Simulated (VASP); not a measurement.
HfSiO4:

```
Hf Si O
1.0
     0.00000    4.12785    4.12785
     4.12785    0.00000    4.12785
     4.12785    4.12785    0.00000
Hf Si O
1 1 4
Direct
  0.00000 0.00000 0.00000
  0.75000 0.75000 0.75000
  0.86417 0.86417 0.40749
  0.86417 0.40749 0.86417
  0.40749 0.86417 0.86417
  0.86417 0.86417 0.86417
```

Base run:

```yaml
Program: VASP 6.6.1
Functional: r2SCAN
Potentials_or_basis: VASP PAW PBE potentials, release 64 (Hf_pv, Si, O)
Cutoff: 520 eV
k_mesh: 6 × 6 × 6
Occupations: gaussian, width 0.02 eV
Spin: no spin polarisation
```

Its results: band gap on the k mesh 5.33 eV, indirect (the least direct gap lies 3.3 meV higher); pressure -2.9 GPa; largest force 0.041 eV/Å.

Problem. The run is repeated on the same cell with these changes: functional from r2SCAN to PBEsol; further incar settings from ALGO = Normal; EDIFF = 1e-06; NBANDS = 28 to ALGO = Normal; EDIFF = 1e-07; NBANDS = 28. What comes out?

Solution. Band gap on the k mesh 4.87 eV, indirect (the least direct gap lies 3.3 meV higher); pressure -2.2 GPa; largest force 0.365 eV/Å.

Caveats: the PAW data sets were made with another functional, which shifts forces and pressure a little; spin-orbit coupling is left out, which moves the levels of the heavy elements.

A k mesh can miss the band edges.
